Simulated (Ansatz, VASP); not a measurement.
## MgI2: VASP beside Ansatz

```
Mg I
1.0
    -0.07511    3.68061    3.68061
     3.68061   -0.07511    3.68061
     3.68061    3.68061   -0.07511
Mg I
1 2
Direct
  0.00000 0.00000 0.00000
  0.24931 0.24931 0.24931
  0.75069 0.75069 0.75069
```

Change from the starting cell: shear_111 strain -3.0%.

Alike in both runs: task single point; functional PBE; k mesh 6 × 6 × 6; occupations fermi-dirac, width 0.02 eV; no spin polarisation.

```csv
,VASP,Ansatz
version,VASP 6.6.1,Ansatz 0.2.0
potentials or method,"VASP PAW PBE potentials, release 64 (Mg, I)","plane waves, PAW"
plane-wave cutoff (eV),520,420
valence electrons in the cell,16,44
```

```tsv
	VASP	Ansatz	Ansatz less VASP
pressure (GPa)	1.1	1.2	+0.04
traceless stress, the component that is largest in VASP (GPa)	-0.32	-0.32	+0.004
```

The functional is the same, so the differences come from potentials, cutoffs and numerics. VASP's potentials hold 16 valence electrons a cell and Ansatz's 44, so a difference there can come from the potentials and not from the codes.

Neither program's run includes spin-orbit coupling.
